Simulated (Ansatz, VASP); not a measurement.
# AlN in VASP and in Ansatz

```
CELL_PARAMETERS angstrom
0.00000 2.00409 2.00409
2.00409 0.00000 2.00409
2.00409 2.00409 0.00000
ATOMIC_POSITIONS crystal
Al 0.50000 0.50000 0.50000
N 0.00000 0.00000 0.00000
```

Alike in both runs: functional LDA; k mesh 8 × 8 × 8; occupations gaussian, width 0.1 eV; no spin polarisation.

Ansatz relaxed the structure, and its values are those at the end. VASP's run is a single point on that final structure, the one shown.

```csv
,VASP,Ansatz
version,VASP 6.6.1,Ansatz 0.2.0
potentials or method,"VASP PAW LDA potentials, release 64 (Al, N), cutoff 600 eV","scalar-relativistic, plane waves, PAW"
valence electrons in the cell,8,8
```

|  | VASP | Ansatz | Ansatz less VASP |
| --- | --- | --- | --- |
| gap on the k mesh at the Fermi level (eV) | 4.71 | 4.72 | +0.011 |
| least direct gap on the mesh (eV) | 6.15 | 6.13 | -0.020 |
| pressure (GPa) | 1.1 | 0.4 | -0.67 |

Ansatz warns that its potentials were made for another functional, while VASP's fit it. LDA's correlation is that of Perdew and Zunger in VASP and of Perdew and Wang (1992) in Ansatz.
